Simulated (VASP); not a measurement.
# Pb in VASP: notebook

The runs below take Pb through relaxation of cell and atoms, single point, with b88 exchange, pbe correlation, PBE, PBEsol+D4.

Program: VASP 6.6.1. These are calculated values, not measurements. Logs are shortened: lines on timing, memory, paths and dates and some standing lists are left out, and cuts for length are marked.

**1. The cell of the first run**

It takes space group Fm-3m (No. 225, cubic). Conventional cell: a = 4.950 Å, b = 4.950 Å, c = 4.950 Å, α = 90.00°, β = 90.00°, γ = 90.00°. Pb (site symmetry m-3m) has 12 Pb at 3.50 Å within 4.6 Å.

**2. Relaxation of cell and atoms, b88 exchange, pbe correlation**

Contents of INCAR:

```
SYSTEM = Pb
PREC = Accurate
ENCUT = 500
EDIFF = 1E-7
ISMEAR = -1
SIGMA = 0.05
LREAL = .FALSE.
LASPH = .TRUE.
NELM = 120
ALGO = Normal
ISIF = 3
LWAVE = .FALSE.
LCHARG = .FALSE.
GGA = LIBXC
LIBXC1 = GGA_X_B88
LIBXC2 = GGA_C_PBE
IBRION = 2
NSW = 60
EDIFFG = -0.01
GGA_COMPAT = .FALSE.
NELMIN = 4
```

Contents of KPOINTS:

```
Automatic mesh
0
G
  9 9 9
  0 0 0
```

Contents of POSCAR:

```
Pb
1.0
    0.0000000000      2.4750200000      2.4750200000
    2.4750200000      0.0000000000      2.4750200000
    2.4750200000      2.4750200000      0.0000000000
Pb
1
Direct
    0.0000000000      0.0000000000      0.0000000000
```

Potentials or basis: VASP PAW PBE potentials, release 64 (Pb_d).

Command:

```console
cat potpaw_PBE.64/Pb_d/POTCAR > POTCAR
mpirun -np 1 vasp_std > vasp.out
```

OUTCAR:

```text
SYSTEM = Pb
   PREC = Accurate
   ENCUT = 500
   EDIFF = 1E-7
   ISMEAR = -1
   LREAL = .FALSE.
   LASPH = .TRUE.
   NELM = 120
   ISIF = 3
   GGA = LIBXC
   IBRION = 2
   NSW = 60
   EDIFFG = -0.01
   NELMIN = 4

 ion  position               nearest neighbor table
   1  0.000  0.000  0.000-

  LATTYP: Found a face centered cubic cell.
 ALAT       =     4.9500400000

  Lattice vectors:

 A1 = (   0.0000000000,   2.4750200000,   2.4750200000)
 A2 = (   2.4750200000,   0.0000000000,   2.4750200000)
 A3 = (   2.4750200000,   2.4750200000,   0.0000000000)

Analysis of symmetry for initial positions (statically):
=====================================================================
 Subroutine PRICEL returns:
 Original cell was already a primitive cell.

 Routine SETGRP: Setting up the symmetry group for a
 face centered cubic supercell.

 Subroutine GETGRP returns: Found 48 space group operations
 (whereof 48 operations were pure point group operations)
 out of a pool of 48 trial point group operations.

The static configuration has the point symmetry O_h .

Analysis of symmetry for dynamics (positions and initial velocities):
=====================================================================
 Subroutine PRICEL returns:
 Original cell was already a primitive cell.

 Routine SETGRP: Setting up the symmetry group for a
 face centered cubic supercell.

 Subroutine GETGRP returns: Found 48 space group operations
 (whereof 48 operations were pure point group operations)
 out of a pool of 48 trial point group operations.

The dynamic configuration has the point symmetry O_h .

 Subroutine INISYM returns: Found 48 space group operations
 (whereof 48 operations are pure point group operations),
 and found     1 'primitive' translations

----------------------------------------------------------------------------------------

                                     Primitive cell

  volume of cell :      30.3226

  direct lattice vectors                    reciprocal lattice vectors
     0.000000000  2.475020000  2.475020000    -0.202018570  0.202018570  0.202018570
     2.475020000  0.000000000  2.475020000     0.202018570 -0.202018570  0.202018570
     2.475020000  2.475020000  0.000000000     0.202018570  0.202018570 -0.202018570

  length of vectors
     3.500206851  3.500206851  3.500206851     0.349906427  0.349906427  0.349906427

  position of ions in fractional coordinates (direct lattice)
     0.000000000  0.000000000  0.000000000

  ion indices of the primitive-cell ions
   primitive index   ion index
                 1           1

----------------------------------------------------------------------------------------

 KPOINTS: Automatic mesh

Automatic generation of k-mesh.
 Grid dimensions read from file:
 generate k-points for:    9    9    9

 Generating k-lattice:

  Cartesian coordinates                     Fractional coordinates (reciprocal lattice)
    -0.022446508  0.022446508  0.022446508     0.111111111  0.000000000  0.000000000
     0.022446508 -0.022446508  0.022446508     0.000000000  0.111111111  0.000000000
     0.022446508  0.022446508 -0.022446508     0.000000000  0.000000000  0.111111111

  Length of vectors
     0.038878492  0.038878492  0.038878492

  Shift w.r.t. Gamma in fractional coordinates (k-lattice)
     0.000000000  0.000000000  0.000000000

 Subroutine IBZKPT returns following result:
 ===========================================

 Found     35 irreducible k-points:

 Following reciprocal coordinates:
            Coordinates               Weight
  0.000000  0.000000  0.000000      1.000000
  0.111111  0.000000  0.000000      8.000000
  0.222222  0.000000  0.000000      8.000000
  0.333333  0.000000  0.000000      8.000000
  0.444444  0.000000  0.000000      8.000000
  0.111111  0.111111  0.000000      6.000000
[... 16 lines left out ...]
 -0.333333  0.333333  0.000000     12.000000
  0.444444  0.444444  0.000000      6.000000
 [... further k-points ...]
   k-points           NKPTS =     35   k-points in BZ     NKDIM =     35   number of bands    NBANDS=     11
   number of dos      NEDOS =    301   number of ions     NIONS =      1
   total plane-waves  NPLWV =  21952
   dimension x,y,z NGX =    28 NGY =   28 NGZ =   28
   dimension x,y,z NGXF=    56 NGYF=   56 NGZF=   56
   ions per type =               1
   NGX,Y,Z   is equivalent  to a cutoff of  13.30, 13.30, 13.30 a.u.
   NGXF,Y,Z  is equivalent  to a cutoff of  26.60, 26.60, 26.60 a.u.
 SYSTEM =  Pb
   PREC   = accura    normal or accurate (medium, high low for compatibility)
   ISTART =      0    job   : 0-new  1-cont  2-samecut
   ICHARG =      2    charge: 1-file 2-atom 10-const
   ISPIN  =      1    spin polarized calculation?
   LNONCOLLINEAR =      F non collinear calculations
   LSORBIT =      F    spin-orbit coupling
   LASPH  =      T    aspherical Exc in radial PAW
   ENCUT  =  500.0 eV  36.75 Ry    6.06 a.u.   6.38  6.38  6.38*2*pi/ulx,y,z
   NELM   =    120;   NELMIN=  4; NELMDL= -5     # of ELM steps
   EDIFF  = 0.1E-06   stopping-criterion for ELM
   LREAL  =      F    real-space projection
   EDIFFG = -.1E-01   stopping-criterion for IOM
   NSW    =     60    number of steps for IOM
   IBRION =      2    ionic relax: 0-MD 1-quasi-New 2-CG
   NFREE  =      1    steps in history (QN), initial steepest desc. (CG)
   ISIF   =      3    stress and relaxation
   ISYM   =      2    0-nonsym 1-usesym 2-fastsym
   POTIM  = 0.5000    time-step for ionic-motion
   TEBEG  =    0.0;   TEEND  =   0.0 temperature during run
   PSTRESS=    0.0 pullay stress
   NELECT =      14.0000    total number of electrons
   NUPDOWN=      -1.0000    fix difference up-down
   EMIN   =  10.00;   EMAX   =-10.00  energy-range for DOS
   EFERMI =   0.00;   METHOD = LEGACY
   ISMEAR =    -1;   SIGMA  =   0.05  broadening in eV -4-tet -1-fermi 0-gaus
   EFERMI_NEDOS =   21; number of points for ismear=-14 and -15
   IALGO  =     38    algorithm
   IMIX   =      4    mixing-type and parameters
     AMIX     =   0.40;   BMIX     =  1.00
     AMIX_MAG =   1.60;   BMIX_MAG =  1.00
  volume/ion in A,a.u.               =      30.32       204.63
  Fermi-wavevector in a.u.,A,eV,Ry     =   1.265306  2.391081 21.782907  1.600999
  Thomas-Fermi vector in A             =   2.398566
   LORBIT       =      0    0 simple, 1 ext, 2 COOP (PROOUT), +10 PAW based schemes
   GGA     = LIBXC    functional components
   LHFCALC =     F    Hartree Fock is set to
   AEXX    =    0.0000 exact exchange contribution
   IVDW    =     0    specifies the selected vdW correction
   LEPSILON=     F    determine dielectric tensor
   LRPA    =     F    only Hartree local field effects (RPA)
 conjugate gradient relaxation of ions
 non-spin polarized calculation
  energy-cutoff  :      500.00
  volume of cell :       30.32
 maximum number of plane-waves:       779
 NGX is ok and might be reduce to    28
   NGX = 13   NGY = 13   NGZ = 13

--------------------------------------- Ionic step        1  -------------------------------------------

 number of electron      13.9999999 magnetization

 Free energy of the ion-electron system (eV)
  ---------------------------------------------------
  ext. energy  EPLUGINS =         0.00000000
  ---------------------------------------------------
  free energy    TOTEN  =        -3.47203893 eV

  energy without entropy =       -3.46889705  energy(sigma->0) =       -3.47046799

------------------------ aborting loop because EDIFF is reached ----------------------------------------

  FORCE on cell =-STRESS in cart. coord.  units (eV):
  Direction    XX          YY          ZZ          XY          YZ          ZX
  --------------------------------------------------------------------------------------
  -------------------------------------------------------------------------------------
  Total        0.3795106      0.3795106      0.3795106      0.0000000     -0.0000000     -0.0000000
  in kB       20.0524919     20.0524919     20.0524919      0.0000000     -0.0000000     -0.0000000
  external PRESSURE =      20.0524919 kB  Pullay stress =       0.0000000 kB
[... 20 lines left out ...]
  energy  without entropy=       -3.4688970484  energy(sigma->0) =       -3.47046799

--------------------------------------- Ionic step        2  -------------------------------------------

 number of electron      14.0000003 magnetization

 E-fermi :   6.5083     XC(G=0):  -9.9561

 val. band max:        6.4859242388   @ k =   0.3333   0.3333   0.0000
 cond. band min:       6.5411583966   @ k =  -0.2222   0.3333   0.1111
 fundamental gap:      0.0552341578
 Fermi energy:         6.5083357446

 k-point     1 :       0.0000    0.0000    0.0000
  band No.  band energies     occupation
      1     -10.4100      2.00000
      2     -10.4100      2.00000
      3     -10.4100      2.00000
      4     -10.2916      2.00000
      5     -10.2916      2.00000
      6      -4.7739      2.00000
      7      13.6027      0.00000
      8      13.6027      0.00000
      9      13.6027      0.00000
     10      16.4038      0.00000
     11      17.3243      0.00000
[... 354 lines left out ...]
  energy  without entropy=       -3.4765308412  energy(sigma->0) =       -3.47819106

--------------------------------------- Ionic step        3  -------------------------------------------

 number of electron      14.0000002 magnetization

 Free energy of the ion-electron system (eV)
  ---------------------------------------------------
  ext. energy  EPLUGINS =         0.00000000
  ---------------------------------------------------
  free energy    TOTEN  =        -3.48024612 eV

  energy without entropy =       -3.47688849  energy(sigma->0) =       -3.47856731

 E-fermi :   6.6149     XC(G=0): -10.0039

 val. band max:        6.6141243377   @ k =   0.3333   0.3333   0.0000
 cond. band min:       6.6423642093   @ k =  -0.2222   0.3333   0.1111
 fundamental gap:      0.0282398716
 Fermi energy:         6.6148837001

 k-point     1 :       0.0000    0.0000    0.0000
  band No.  band energies     occupation
      1     -10.3072      2.00000
      2     -10.3072      2.00000
      3     -10.3072      2.00000
      4     -10.1851      2.00000
      5     -10.1851      2.00000
      6      -4.7300      2.00000
      7      13.7892      0.00000
      8      13.7892      0.00000
      9      13.7892      0.00000
     10      16.5207      0.00000
     11      17.5607      0.00000
[... 350 lines left out ...]
  FREE ENERGIE OF THE ION-ELECTRON SYSTEM (eV)
  ---------------------------------------------------
  free  energy   TOTEN  =        -3.4802461182 eV

  energy  without entropy=       -3.4768884936  energy(sigma->0) =       -3.47856731

 reached required accuracy - stopping structural energy minimisation
```

It took 30 s on 1 thread of AMD EPYC 7R43 (Zen 3), shared host; peak memory 0.13 GiB.

Results:

```
Free energy                           : -3.4802 eV
Relaxed volume                        : 31.70 Å³/atom
Relaxed cell                          : a = 3.552 Å, b = 3.552 Å, c = 3.552 Å, α = 60.00°, β = 60.00°, γ = 60.00°
Space group after relaxing (to 0.1 Å) : Fm-3m (No. 225)
Energy gained by relaxing             : 8.2 meV/atom
Ionic steps                           : 3
Pressure after relaxing               : 0.0 GPa
Band gap on the k mesh                : zero (bands 7 and 8 overlap by 8.49 eV)
```

Step by step:
| step | energy change (eV) | largest force (eV/Å) | pressure (GPa) | volume (Å³) |
| --- | --- | --- | --- | --- |
| 1 | 0.0000 | 0.0000 | 2.01 | 30.32 |
| 2 | -0.0078 | 0.0000 | -0.39 | 32.02 |
| 3 | -0.0082 | 0.0000 | 0.01 | 31.70 |

Final structure:
```yaml
crystal:
  lattice:
    - [0.00000, 2.51181, 2.51181]
    - [2.51181, 0.00000, 2.51181]
    - [2.51181, 2.51181, 0.00000]
  atoms:
    - { symbol: Pb, position: [0.00000, 0.00000, 0.00000] }
```

Caveat: the PAW data sets were made with another functional, which shifts forces and pressure a little; spin-orbit coupling is left out, which moves the levels of the heavy elements.

**3. Single point, b88 exchange, pbe correlation**

Contents of INCAR:

```
ALGO     = Normal         # electronic algorithm
EDIFF    = 1E-6           # SCF threshold, eV
ENCUT    = 500            # plane-wave cutoff, eV
GGA      = LIBXC          # functional
GGA_COMPAT= False        
ISIF     = 2              # what is computed and relaxed
ISMEAR   = -1             # smearing method
LASPH    = True           # aspherical terms in the spheres
LCHARG   = False          # write CHGCAR
LIBXC1   = GGA_X_B88    
LIBXC2   = GGA_C_PBE    
LREAL    = False          # projectors in reciprocal space
LWAVE    = False          # write WAVECAR
NBANDS   = 13             # bands
NELM     = 120            # most SCF steps
PREC     = Accurate       # precision mode
SIGMA    = 0.05           # smearing width, eV
```

Contents of KPOINTS:

```
k-points
0
Gamma
  9 9 9
```

POSCAR is that of step 2.

Potentials or basis: VASP PAW PBE potentials, release 64 (Pb_d).

Command:

```console
cat potpaw_PBE.64/Pb_d/POTCAR > POTCAR
mpirun -np 1 vasp_std > vasp.out
```

Wall time 5.9 s (1 thread of Intel Xeon Platinum 8481C at 2.70GHz (Sapphire Rapids), shared host); peak memory 0.15 GiB.

It converged, with:

```yaml
Free_energy: -3.4720 eV
Pressure: 2.0 GPa
Band_gap_on_the_k_mesh: zero (bands 7 and 8 overlap by 8.93 eV)
```

Levels at points of the mesh, in eV from the Fermi level:
```
           k point  band 3  band 4  band 5  band 6  band 7  band 8  band 9  band 10  band 11  band 12
(0.00, 0.00, 0.00)  -16.94  -16.80  -16.80  -11.62    7.53    7.53    7.53     9.95    11.52    12.64
```

Caveat: the PAW data sets were made with another functional, which shifts forces and pressure a little; spin-orbit coupling is left out, which moves the levels of the heavy elements.

**4. Single point, PBE (cell strained by +1.0% along z)**

Contents of INCAR:

```
SYSTEM = Pb
GGA = PE
ISMEAR = 1
SIGMA = 0.05
LWAVE = .False.
LCHARG = .False.
ISIF = 2
PREC = Accurate
LASPH = .True.
LREAL = .False.
ALGO = Normal
EDIFF = 1E-8
NELM = 120
GGA_COMPAT = .False.
ENCUT = 620
NBANDS = 25
```

Contents of KPOINTS:

```
Automatic mesh
0
Gamma
  18 18 18
  0 0 0
```

Contents of POSCAR:

```
Pb
1.0
    0.0000000000      2.4750200000      2.4997702000
    2.4750200000      0.0000000000      2.4997702000
    2.4750200000      2.4750200000      0.0000000000
Pb
1
Direct
    0.0000000000      0.0000000000      0.0000000000
```

Command:

```console
cat potpaw_PBE.64/Pb_d/POTCAR > POTCAR
mpirun -np 1 vasp_std > vasp.out
```

Wall time 3.9 min (1 thread of AMD EPYC 9R45 (Zen 5), shared host); peak memory 0.41 GiB.

Results (log left out):

* Free energy: -3.5514 eV
* Pressure: 1.9 GPa
* Band gap on the k mesh: zero (bands 7 and 8 overlap by 8.90 eV)

Stress tensor (GPa, compression positive):
```
1.69 0.00 0.00
0.00 1.69 0.00
0.00 0.00 2.24
```

Levels at points of the mesh, in eV from the Fermi level:
| k point | band 4 | band 5 | band 6 | band 7 | band 8 | band 9 | band 10 | band 11 |
| --- | --- | --- | --- | --- | --- | --- | --- | --- |
| (0.00, 0.00, 0.00) | -16.99 | -16.98 | -11.74 | 7.28 | 7.28 | 7.30 | 9.71 | 11.16 |
| (0.50, 0.00, 0.00) | -16.85 | -16.85 | -8.17 | -4.21 | 5.39 | 5.56 | 9.19 | 9.32 |
| (0.50, 0.50, 0.00) | -16.82 | -16.82 | -6.86 | -3.34 | 2.07 | 2.07 | 5.37 | 6.64 |

Caveat: the cell differs from its parent crystal (cell strained by +1.0% along z); spin-orbit coupling is left out, which moves the levels of the heavy elements.

**5. Single point, PBEsol+D4, collinear spin, zero start**

Contents of INCAR:

```
SYSTEM = Pb
  PREC = Accurate
  ENCUT = 500
  EDIFF = 1E-6
  ISMEAR = 1
  SIGMA = 0.15
  LREAL = .FALSE.
  LASPH = .TRUE.
  NELM = 200
  ALGO = Normal
  ISIF = 2
  LWAVE = .FALSE.
  LCHARG = .FALSE.
  ISPIN = 2
  MAGMOM = 0
  LORBIT = 11
  GGA = PS
  IVDW = 13
  NBANDS = 17
  GGA_COMPAT = .FALSE.
```

Contents of KPOINTS:

```
Automatic mesh
0
G
  9 9 9
  0 0 0
```

Contents of POSCAR:

```
Pb
1.0
    0.0000000000      2.4750200000      2.4750200000
    2.4750200000      0.0000000000      2.4750200000
    2.4750200000      2.4750200000      0.0000000000
Pb
1
Direct
    0.0000000000      0.0000000000      0.0000000000
```

Command:

```console
cat potpaw_PBE.64/Pb_d/POTCAR > POTCAR
mpirun -np 1 vasp_std > vasp.out
```

Run time: 17 s. Hardware: 1 thread of AMD EPYC 9R45 (Zen 5), shared host; peak memory 0.15 GiB.

It converged, with:

- Free energy: -4.2689 eV
- Pressure: -2.0 GPa
- Band gap on the k mesh: zero (filled and empty bands overlap)
- Net moment: 0.00 μB per cell
- Valence electrons inside the program's atomic spheres: Pb 11.94
- Dispersion energy per atom: -0.253 eV

Levels at points of the mesh, in eV from the Fermi level:
Spin up:
| k point | band 3 | band 4 | band 5 | band 6 | band 7 | band 8 | band 9 | band 10 | band 11 | band 12 |
| --- | --- | --- | --- | --- | --- | --- | --- | --- | --- | --- |
| (0.00, 0.00, 0.00) | -16.82 | -16.68 | -16.68 | -11.60 | 7.58 | 7.58 | 7.58 | 9.93 | 11.49 | 12.65 |
Spin down:
| k point | band 3 | band 4 | band 5 | band 6 | band 7 | band 8 | band 9 | band 10 | band 11 | band 12 |
| --- | --- | --- | --- | --- | --- | --- | --- | --- | --- | --- |
| (0.00, 0.00, 0.00) | -16.82 | -16.68 | -16.68 | -11.60 | 7.58 | 7.58 | 7.58 | 9.93 | 11.49 | 12.65 |

Caveat: the PAW data sets were made with another functional, which shifts forces and pressure a little; spin-orbit coupling is left out, which moves the levels of the heavy elements.

**6. Overview**

| task | level | spin | cell | k mesh | cutoff (eV) | smearing | dipole correction | tolerance level | purpose | gap on the mesh (eV) | pressure (GPa) |
| --- | --- | --- | --- | --- | --- | --- | --- | --- | --- | --- | --- |
| relaxation of cell and atoms | b88 exchange, pbe correlation | off | relaxed from a = 3.500 Å, angles 60.0°, 1 atom | 9 × 9 × 9 | 500 | fermi-dirac 0.05 eV | no | - | - | none | 0.0 |
| single point | b88 exchange, pbe correlation | off | a = 3.500 Å, angles 60.0°, 1 atom | 9 × 9 × 9 | 500 | fermi-dirac 0.05 eV | no | - | - | none | 2.0 |
| single point | PBE | off | a = 3.518, b = 3.518, c = 3.500 Å, angles 60.2, 60.2, 59.7°, 1 atom | 18 × 18 × 18 | 620 | methfessel-paxton 0.05 eV | - | standard | stress | none | 1.9 |
| single point | PBEsol+D4 | collinear, zero start | a = 3.500 Å, angles 60.0°, 1 atom | 9 × 9 × 9 | 500 | methfessel-paxton 0.15 eV | no | - | - | none | -2.0 |

Alike in all rows: potentials or basis VASP PAW PBE potentials, release 64 (Pb_d).

Caveats: spin-orbit coupling is left out, which moves the levels of the heavy elements; the PAW data sets were made with another functional, which shifts forces and pressure a little (at least some runs).

Total energies depend on the potentials used, so only differences within one code and one set of settings carry meaning.

**7. Against experiment**

Step 2. The cell as given is a measured one (30.32 Å³/atom); b88 exchange, pbe correlation puts the equilibrium volume +4.5 % from it, thermal expansion not counted.
